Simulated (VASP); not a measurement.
# Os (R-3m) in VASP: further runs

The runs below take Os through single point, relaxation of cell and atoms, with PBEsol.

All numbers are computed with VASP 6.6.1; they aren't measurements. Logs are shortened: lines on timing, memory, paths and dates and some standing lists are left out, and cuts for length are marked.

## (1) The cell of the first run

The structure is trigonal, space group R-3m (No. 166). Conventional cell: a = 6.756 Å, b = 6.756 Å, c = 17.604 Å, α = 90.00°, β = 90.00°, γ = 120.00°. Os (site symmetry m) has 6 Os at 2.29 to 2.58 Å within 3.0 Å. Os (site symmetry m) has 7 Os at 2.54 to 2.59 Å within 3.3 Å.

## (2) Single point, PBEsol

INCAR reads:

```
SYSTEM = Os
PREC = Accurate
ENCUT = 520
EDIFF = 1E-6
ISMEAR = 0
SIGMA = 0.1
LREAL = .FALSE.
LASPH = .TRUE.
NELM = 80
ALGO = Normal
ISIF = 2
LWAVE = .FALSE.
LCHARG = .TRUE.
GGA = PS
LELF = .TRUE.
LVHAR = .TRUE.
NBANDS = 60
```

KPOINTS reads:

```
Automatic mesh
0
G
  3 3 3
  0 0 0
```

POSCAR reads:

```
Os
1.0
    3.3778334315      1.9501930410      5.8678784788
   -3.3778334315      1.9501930410      5.8678784788
    0.0000000000     -3.9003860818      5.8678784788
Os
12
Direct
    0.0165828604      0.6428455336      0.0165828604
    0.0165828604      0.0165828604      0.6428455336
    0.6428455336      0.0165828604      0.0165828604
    0.9834171396      0.3571544664      0.9834171396
    0.3571544664      0.9834171396      0.9834171396
    0.9834171396      0.9834171396      0.3571544664
    0.2332866467      0.6087954252      0.2332866467
    0.2332866467      0.2332866467      0.6087954252
    0.6087954252      0.2332866467      0.2332866467
    0.7667133533      0.3912045748      0.7667133533
    0.3912045748      0.7667133533      0.7667133533
    0.7667133533      0.7667133533      0.3912045748
```

Potentials or basis: VASP PAW PBE potentials, release 64 (Os).

Started as:

```sh
$ cat potpaw_PBE.64/Os/POTCAR > POTCAR
$ mpirun -np 1 vasp_std > vasp.out
```

OUTCAR:

```text
SYSTEM = Os
   PREC = Accurate
   ENCUT = 520
   EDIFF = 1E-6
   ISMEAR = 0
   LREAL = .FALSE.
   LASPH = .TRUE.
   NELM = 80
   ISIF = 2
   GGA = PS

 ion  position               nearest neighbor table
   1  0.017  0.643  0.017-   4 2.29   2 2.52   3 2.52   7 2.54  12 2.58  11 2.58
   2  0.017  0.017  0.643-   6 2.29   3 2.52   1 2.52   8 2.54  10 2.58  11 2.58
   3  0.643  0.017  0.017-   5 2.29   2 2.52   1 2.52   9 2.54  12 2.58  10 2.58
   4  0.983  0.357  0.983-   1 2.29   6 2.52   5 2.52  10 2.54   8 2.58   9 2.58
   5  0.357  0.983  0.983-   3 2.29   6 2.52   4 2.52  11 2.54   8 2.58   7 2.58
   6  0.983  0.983  0.357-   2 2.29   4 2.52   5 2.52  12 2.54   9 2.58   7 2.58
   7  0.233  0.609  0.233-   8 2.54   9 2.54   1 2.54   5 2.58   6 2.58  11 2.59  12 2.59
   8  0.233  0.233  0.609-   7 2.54   9 2.54   2 2.54   4 2.58   5 2.58  10 2.59  11 2.59
   9  0.609  0.233  0.233-   8 2.54   7 2.54   3 2.54   4 2.58   6 2.58  10 2.59  12 2.59
  10  0.767  0.391  0.767-  12 2.54  11 2.54   4 2.54   3 2.58   2 2.58   9 2.59   8 2.59
  11  0.391  0.767  0.767-  12 2.54  10 2.54   5 2.54   1 2.58   2 2.58   7 2.59   8 2.59
  12  0.767  0.767  0.391-  10 2.54  11 2.54   6 2.54   3 2.58   1 2.58   7 2.59   9 2.59

  LATTYP: Found a trigonal (rhomboedric) cell.
 ALAT       =     7.0459214749
 COS(alpha) =     0.5403461971

  Lattice vectors:

 A1 = (   3.3778334315,   1.9501930410,   5.8678784788)
 A2 = (  -3.3778334315,   1.9501930410,   5.8678784788)
 A3 = (   0.0000000000,  -3.9003860818,   5.8678784788)

Analysis of symmetry for initial positions (statically):
=====================================================================
 Subroutine PRICEL returns:
 Original cell was already a primitive cell.

 Routine SETGRP: Setting up the symmetry group for a
 trigonal (rhombohedral) supercell.

 Subroutine GETGRP returns: Found 12 space group operations
 (whereof 12 operations were pure point group operations)
 out of a pool of 12 trial point group operations.

The static configuration has the point symmetry D_3d.

Analysis of symmetry for dynamics (positions and initial velocities):
=====================================================================
 Subroutine PRICEL returns:
 Original cell was already a primitive cell.

 Routine SETGRP: Setting up the symmetry group for a
 trigonal (rhombohedral) supercell.

 Subroutine GETGRP returns: Found 12 space group operations
 (whereof 12 operations were pure point group operations)
 out of a pool of 12 trial point group operations.

The dynamic configuration has the point symmetry D_3d.

 Subroutine INISYM returns: Found 12 space group operations
 (whereof 12 operations are pure point group operations),
 and found     1 'primitive' translations

----------------------------------------------------------------------------------------

                                     Primitive cell

  volume of cell :     231.9253

  direct lattice vectors                    reciprocal lattice vectors
     3.377833432  1.950193041  5.867878479     0.148023877  0.085461625  0.056806448
    -3.377833432  1.950193041  5.867878479    -0.148023877  0.085461625  0.056806448
     0.000000000 -3.900386082  5.867878479     0.000000000 -0.170923250  0.056806448

  length of vectors
     7.045921475  7.045921475  7.045921475     0.180115879  0.180115879  0.180115879

  position of ions in fractional coordinates (direct lattice)
     0.016582860  0.642845534  0.016582860
     0.016582860  0.016582860  0.642845534
     0.642845534  0.016582860  0.016582860
     0.983417140  0.357154466  0.983417140
     0.357154466  0.983417140  0.983417140
     0.983417140  0.983417140  0.357154466
     0.233286647  0.608795425  0.233286647
     0.233286647  0.233286647  0.608795425
     0.608795425  0.233286647  0.233286647
     0.766713353  0.391204575  0.766713353
     0.391204575  0.766713353  0.766713353
     0.766713353  0.766713353  0.391204575

  ion indices of the primitive-cell ions
   primitive index   ion index
                 1           1
                 2           2
                 3           3
                 4           4
                 5           5
                 6           6
                 7           7
                 8           8
                 9           9
                10          10
                11          11
                12          12

----------------------------------------------------------------------------------------

 KPOINTS: Automatic mesh

Automatic generation of k-mesh.
 Grid dimensions read from file:
 generate k-points for:    3    3    3

 Generating k-lattice:

  Cartesian coordinates                     Fractional coordinates (reciprocal lattice)
     0.049341292  0.028487208  0.018935483     0.333333333 -0.000000000 -0.000000000
    -0.049341292  0.028487208  0.018935483    -0.000000000  0.333333333 -0.000000000
     0.000000000 -0.056974417  0.018935483    -0.000000000 -0.000000000  0.333333333

  Length of vectors
     0.060038626  0.060038626  0.060038626

  Shift w.r.t. Gamma in fractional coordinates (k-lattice)
     0.000000000  0.000000000  0.000000000

 Subroutine IBZKPT returns following result:
 ===========================================

 Found      6 irreducible k-points:

 Following reciprocal coordinates:
            Coordinates               Weight
  0.000000  0.000000  0.000000      1.000000
  0.333333 -0.000000  0.000000      6.000000
  0.333333  0.333333  0.000000      6.000000
 -0.333333  0.333333  0.000000      6.000000
  0.333333  0.333333  0.333333      2.000000
 -0.333333  0.333333  0.333333      6.000000
   k-points           NKPTS =      6   k-points in BZ     NKDIM =      6   number of bands    NBANDS=     60
   number of dos      NEDOS =    301   number of ions     NIONS =     12
   total plane-waves  NPLWV = 157464
   dimension x,y,z NGX =    54 NGY =   54 NGZ =   54
   dimension x,y,z NGXF=   108 NGYF=  108 NGZF=  108
   ions per type =              12
   NGX,Y,Z   is equivalent  to a cutoff of  12.74, 12.74, 12.74 a.u.
   NGXF,Y,Z  is equivalent  to a cutoff of  25.48, 25.48, 25.48 a.u.
 SYSTEM =  Os
   PREC   = accura    normal or accurate (medium, high low for compatibility)
   ISTART =      0    job   : 0-new  1-cont  2-samecut
   ICHARG =      2    charge: 1-file 2-atom 10-const
   ISPIN  =      1    spin polarized calculation?
   LNONCOLLINEAR =      F non collinear calculations
   LSORBIT =      F    spin-orbit coupling
   LASPH  =      T    aspherical Exc in radial PAW
   ENCUT  =  520.0 eV  38.22 Ry    6.18 a.u.  13.10 13.10 13.10*2*pi/ulx,y,z
   NELM   =     80;   NELMIN=  2; NELMDL= -5     # of ELM steps
   EDIFF  = 0.1E-05   stopping-criterion for ELM
   LREAL  =      F    real-space projection
   EDIFFG = 0.1E-04   stopping-criterion for IOM
   NSW    =      0    number of steps for IOM
   IBRION =     -1    ionic relax: 0-MD 1-quasi-New 2-CG
   NFREE  =      0    steps in history (QN), initial steepest desc. (CG)
   ISIF   =      2    stress and relaxation
   ISYM   =      2    0-nonsym 1-usesym 2-fastsym
   POTIM  = 0.5000    time-step for ionic-motion
   TEBEG  =    0.0;   TEEND  =   0.0 temperature during run
   PSTRESS=    0.0 pullay stress
   NELECT =      96.0000    total number of electrons
   NUPDOWN=      -1.0000    fix difference up-down
   EMIN   =  10.00;   EMAX   =-10.00  energy-range for DOS
   EFERMI =   0.00;   METHOD = LEGACY
   ISMEAR =     0;   SIGMA  =   0.10  broadening in eV -4-tet -1-fermi 0-gaus
   EFERMI_NEDOS =   21; number of points for ismear=-14 and -15
   IALGO  =     38    algorithm
   IMIX   =      4    mixing-type and parameters
     AMIX     =   0.40;   BMIX     =  1.00
     AMIX_MAG =   1.60;   BMIX_MAG =  1.00
  volume/ion in A,a.u.               =      19.33       130.43
  Fermi-wavevector in a.u.,A,eV,Ry     =   1.220064  2.305586 20.253027  1.488555
  Thomas-Fermi vector in A             =   2.355294
   LORBIT       =      0    0 simple, 1 ext, 2 COOP (PROOUT), +10 PAW based schemes
   GGA     = PS    functional components
   LHFCALC =     F    Hartree Fock is set to
   AEXX    =    0.0000 exact exchange contribution
   IVDW    =     0    specifies the selected vdW correction
   LEPSILON=     F    determine dielectric tensor
   LRPA    =     F    only Hartree local field effects (RPA)
 non-spin polarized calculation
 Gauss-broadening in eV      SIGMA  =   0.10
  energy-cutoff  :      520.00
  volume of cell :      231.93
 maximum number of plane-waves:      6277
 NGX is ok and might be reduce to    54
   NGX = 27   NGY = 27   NGZ = 27

 number of electron      96.0000002 magnetization

 Free energy of the ion-electron system (eV)
  ---------------------------------------------------
  ext. energy  EPLUGINS =         0.00000000
  ---------------------------------------------------
  free energy    TOTEN  =      -132.24424150 eV

  energy without entropy =     -132.19133490  energy(sigma->0) =     -132.21778820

 E-fermi :   5.2130     XC(G=0): -11.8714

 val. band max:        5.1950362848   @ k =   0.0000   0.0000   0.0000
 cond. band min:       5.2252268360   @ k =   0.3333  -0.0000   0.0000
 fundamental gap:      0.0301905512
 Fermi energy:         5.2129885167

 k-point     1 :       0.0000    0.0000    0.0000
  band No.  band energies     occupation
      1      -3.8232      2.00000
      2      -1.6594      2.00000
      3      -0.7644      2.00000
      4      -0.6689      2.00000
      5      -0.6689      2.00000
      6      -0.5307      2.00000
[... 52 lines left out ...]
     59       7.2098      0.00000
     60       7.2212      0.00000

 k-point     2 :       0.3333   -0.0000    0.0000
  band No.  band energies     occupation
      1      -3.1738      2.00000
      2      -1.6011      2.00000
      3      -1.1686      2.00000
      4      -0.8642      2.00000
      5      -0.6922      2.00000
      6      -0.5823      2.00000
[... 249 lines left out ...]
      4      -0.9381      2.00000
      5      -0.9225      2.00000
      6      -0.8500      2.00000
[... 52 lines left out ...]
     59       7.4603      0.00000
     60       7.5053      0.00000

------------------------ aborting loop because EDIFF is reached ----------------------------------------

  FORCE on cell =-STRESS in cart. coord.  units (eV):
  Direction    XX          YY          ZZ          XY          YZ          ZX
  --------------------------------------------------------------------------------------
  -------------------------------------------------------------------------------------
  Total       -0.5462387     -0.5462387     -1.3235368      0.0000000     -0.0000000      0.0000000
  in kB       -3.7735046     -3.7735046     -9.1432043      0.0000000     -0.0000000      0.0000000
  external PRESSURE =      -5.5634045 kB  Pullay stress =       0.0000000 kB

 VOLUME and BASIS-vectors are now :
 -----------------------------------------------------------------------------
  energy-cutoff  :      520.00
  volume of cell :      231.93
      direct lattice vectors                 reciprocal lattice vectors
     3.377833432  1.950193041  5.867878479     0.148023877  0.085461625  0.056806448
    -3.377833432  1.950193041  5.867878479    -0.148023877  0.085461625  0.056806448
     0.000000000 -3.900386082  5.867878479     0.000000000 -0.170923250  0.056806448

 POSITION                                       TOTAL-FORCE (eV/Angst)
 -----------------------------------------------------------------------------------
     -2.11541      1.22133      3.96675         0.047019     -0.027146     -0.136389
      0.00000     -2.44267      3.96675         0.000000      0.054292     -0.136389
      2.11541      1.22133      3.96675        -0.047019     -0.027146     -0.136389
      2.11541     -1.22133     13.63688        -0.047019      0.027146      0.136389
     -2.11541     -1.22133     13.63688         0.047019      0.027146      0.136389
      0.00000      2.44267     13.63688         0.000000     -0.054292      0.136389
     -1.26841      0.73231      6.31013         0.028177     -0.016268     -0.014042
      0.00000     -1.46463      6.31013         0.000000      0.032536     -0.014042
      1.26841      0.73231      6.31013        -0.028177     -0.016268     -0.014042
      1.26841     -0.73231     11.29350        -0.028177      0.016268      0.014042
     -1.26841     -0.73231     11.29350         0.028177      0.016268      0.014042
      0.00000      1.46463     11.29350         0.000000     -0.032536      0.014042
 -----------------------------------------------------------------------------------
    total drift:                               -0.000000     -0.000000      0.000000

  FREE ENERGIE OF THE ION-ELECTRON SYSTEM (eV)
  ---------------------------------------------------
  free  energy   TOTEN  =      -132.2442414977 eV

  energy  without entropy=     -132.1913349048  energy(sigma->0) =     -132.21778820
```

It took 2.7 min on 1 thread of Intel Xeon Platinum 8375C at 2.90GHz (Ice Lake), shared host; peak memory 0.39 GiB.

What came out:

```
Free energy            : -132.2442 eV
Pressure               : -0.6 GPa
Largest force          : 0.147 eV/Å
Band gap on the k mesh : zero (bands 48 and 49 overlap by 0.28 eV)
```

Forces in eV/Å, atoms in the order of the input:
```
Os   0.047 -0.027 -0.136
Os   0.000  0.054 -0.136
Os  -0.047 -0.027 -0.136
Os  -0.047  0.027  0.136
Os   0.047  0.027  0.136
Os   0.000 -0.054  0.136
Os   0.028 -0.016 -0.014
Os   0.000  0.033 -0.014
Os  -0.028 -0.016 -0.014
Os  -0.028  0.016  0.014
Os   0.028  0.016  0.014
Os   0.000 -0.033  0.014
```

Levels at points of the mesh, in eV from the Fermi level:
```
           k point  band 45  band 46  band 47  band 48  band 49  band 50
(0.00, 0.00, 0.00)    -0.44    -0.44    -0.02     0.10     0.10     0.50
```

Caveat: the k points lie up to 0.38 Å⁻¹ apart; the PAW data sets were made with another functional, which shifts forces and pressure a little; spin-orbit coupling is left out, which moves the levels of the heavy elements.

## (3) Relaxation of cell and atoms, PBEsol

This run uses another cell than the first one, of 15.04 Å³/atom.

INCAR reads:

```
SYSTEM = Os
PREC     = Accurate       ! precision mode
ENCUT    = 600            ! plane-wave cutoff, eV
EDIFF    = 1E-6           ! SCF threshold, eV
ISMEAR   = 0              ! smearing method
SIGMA    = 0.1            ! smearing width, eV
LREAL    = .False.        ! projectors in reciprocal space
LASPH    = .True.         ! aspherical terms in the spheres
NELM     = 100            ! most SCF steps
ALGO     = Normal         ! electronic algorithm
ISIF     = 3              ! what is computed and relaxed
LWAVE    = .False.        ! write WAVECAR
LCHARG   = .False.        ! write CHGCAR
GGA      = PS             ! functional
IBRION   = 2              ! ionic algorithm
NSW      = 90             ! ionic steps
EDIFFG   = -0.04          ! ionic threshold
```

KPOINTS reads:

```
Automatic mesh
0
Gamma
  3 3 3
  0 0 0
```

POSCAR reads:

```
Os
1.0
    3.1258503540      1.8047105434      5.3308319516
   -3.1258503540      1.8047105434      5.3308319516
    0.0000000000     -3.6094210866      5.3308319516
Os
12
Direct
    0.0101900000      0.6536100000      0.0101900000
    0.0101900000      0.0101900000      0.6536100000
    0.6536100000      0.0101900000      0.0101900000
    0.9898100000      0.3463900000      0.9898100000
    0.3463900000      0.9898100000      0.9898100000
    0.9898100000      0.9898100000      0.3463900000
    0.2211800000      0.6306000000      0.2211800000
    0.2211800000      0.2211800000      0.6306000000
    0.6306000000      0.2211800000      0.2211800000
    0.7788200000      0.3694000000      0.7788200000
    0.3694000000      0.7788200000      0.7788200000
    0.7788200000      0.7788200000      0.3694000000
```

Potentials or basis: VASP PAW PBE potentials, release 64 (Os).

Started as:

```sh
$ cat potpaw_PBE.64/Os/POTCAR > POTCAR
$ mpirun -np 1 vasp_std > vasp.out
```

It took 58 min on 1 thread of Intel Xeon Platinum 8375C at 2.90GHz (Ice Lake), shared host; peak memory 0.45 GiB.

Results (log left out):

* Free energy: -132.2249 eV
* Relaxed volume: 19.30 Å³/atom
* Relaxed cell: a = 7.033 Å, b = 7.033 Å, c = 7.033 Å, α = 57.46°, β = 57.46°, γ = 57.46°
* Space group after relaxing (to 0.1 Å): R-3m (No. 166)
* Pressure after relaxing: -0.2 GPa
* Largest force after relaxing: 0.037 eV/Å
* Band gap on the k mesh: zero (bands 48 and 49 overlap by 0.27 eV)

Forces in eV/Å, atoms in the order of the input:
```
Os   0.021 -0.012 -0.029
Os   0.000  0.024 -0.029
Os  -0.021 -0.012 -0.029
Os  -0.021  0.012  0.029
Os   0.021  0.012  0.029
Os   0.000 -0.024  0.029
Os  -0.017  0.010  0.008
Os   0.000 -0.020  0.008
Os   0.017  0.010  0.008
Os   0.017 -0.010 -0.008
Os  -0.017 -0.010 -0.008
Os   0.000  0.020 -0.008
```

Final structure:
```cif
data_structure
_symmetry_space_group_name_H-M 'P 1'
_symmetry_Int_Tables_number 1
_cell_length_a 7.0329
_cell_length_b 7.0329
_cell_length_c 7.0329
_cell_angle_alpha 57.464
_cell_angle_beta 57.464
_cell_angle_gamma 57.464
_cell_volume 231.62
loop_
_atom_site_label
_atom_site_type_symbol
_atom_site_fract_x
_atom_site_fract_y
_atom_site_fract_z
_atom_site_occupancy
Os1 Os 0.01628 0.64307 0.01628 1
Os2 Os 0.01628 0.01628 0.64307 1
Os3 Os 0.64307 0.01628 0.01628 1
Os4 Os 0.98372 0.35693 0.98372 1
Os5 Os 0.35693 0.98372 0.98372 1
Os6 Os 0.98372 0.98372 0.35693 1
Os7 Os 0.23346 0.60840 0.23346 1
Os8 Os 0.23346 0.23346 0.60840 1
Os9 Os 0.60840 0.23346 0.23346 1
Os10 Os 0.76654 0.39160 0.76654 1
Os11 Os 0.39160 0.76654 0.76654 1
Os12 Os 0.76654 0.76654 0.39160 1
```

Levels at points of the mesh, in eV from the Fermi level:
| k point | band 43 | band 44 | band 45 | band 46 | band 47 | band 48 | band 49 | band 50 | band 51 | band 52 |
| --- | --- | --- | --- | --- | --- | --- | --- | --- | --- | --- |
| (0.00, 0.00, 0.00) | -1.08 | -1.08 | -0.45 | -0.45 | -0.03 | 0.09 | 0.09 | 0.53 | 0.66 | 0.79 |

Caveat: the k points lie up to 0.38 Å⁻¹ apart in the final cell; the volume moved by over 15 % at a fixed basis, so the end points are rough; the PAW data sets were made with another functional, which shifts forces and pressure a little; spin-orbit coupling is left out, which moves the levels of the heavy elements.
